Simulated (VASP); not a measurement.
Runs of VASP 6.6.1 on Ti. The structure is that of space group Fmmm (No. 69), or close to it. The cells are those of the table. 

```tsv
cell	further INCAR settings	gap on the mesh (eV)	pressure (GPa)
a = 2.872, b = 2.872, c = 2.588 Å, angles 106.8, 106.8, 118.7°, 1 atom	ALGO = Fast; EDIFF = 1e-06; NBANDS = 12	none	13.6
a = 2.843, b = 2.843, c = 2.703 Å, angles 108.1, 108.1, 114.1°, 1 atom	ALGO = Fast; EDIFF = 1e-06; NBANDS = 12	none	5.9
a = 2.915, b = 2.915, c = 2.634 Å, angles 108.1, 108.1, 115.9°, 1 atom	ALGO = Fast; EDIFF = 1e-07; NBANDS = 12	none	6.2
a = 3.100, b = 3.100, c = 2.838 Å, angles 113.5, 113.5, 105.7°, 1 atom	ALGO = Fast; EDIFF = 1e-06; NBANDS = 12	none	(b)
a = 2.986, b = 2.986, c = 2.567 Å, angles 108.2, 108.2, 117.6°, 1 atom	ALGO = Fast; EDIFF = 1e-07; NBANDS = 12	none	6.6
a = 3.029, b = 3.029, c = 2.616 Å, angles 109.5, 109.5, 115.0°, 1 atom	ALGO = Fast; EDIFF = 1e-06; NBANDS = 12	none	0.7
a = 2.959, b = 2.959, c = 2.683 Å, angles 109.5, 109.5, 113.2°, 1 atom	ALGO = Fast; EDIFF = 1e-07; NBANDS = 12	none	(a)
```

Alike in all rows: task single point; level PBE; potentials or basis VASP PAW PBE potentials, release 64 (Ti_sv); no spin polarisation; k mesh 20 × 20 × 20; cutoff (eV) 520; smearing gaussian 0.15 eV.

Fill in the values left out.

(a) 0.3; (b) -11.3.

A gap of «none» marks levels without a gap at the run's occupations.
